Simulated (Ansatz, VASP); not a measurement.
## One calculation of Cs, two programs

```
Cs
1.0
     0.00000    5.07423    5.07423
     5.07423    0.00000    5.07423
     5.07423    5.07423    0.00000
Cs
2
Cartesian
  -1.2686 -1.2686 -1.2686
  1.2686 1.2686 1.2686
```

Change from the starting cell: volume scaled by 0.7, PAW files.

Alike in both runs: task single point; functional PBE; k mesh 6 × 6 × 6; occupations fermi-dirac, width 0.08 eV; no spin polarisation.

```csv
,VASP,Ansatz
version,VASP 6.6.1,Ansatz 0.2.0
potentials or method,"VASP PAW PBE potentials, release 64 (Cs_sv)","PAW with Ansatz's default frozen-core files, scalar-relativistic"
plane-wave cutoff (eV),520,420
valence electrons in the cell,18,18
```

```tsv
	VASP	Ansatz	Ansatz less VASP
pressure (GPa)	0.4	0.4	+0.01
```

Spin-orbit coupling is off throughout.
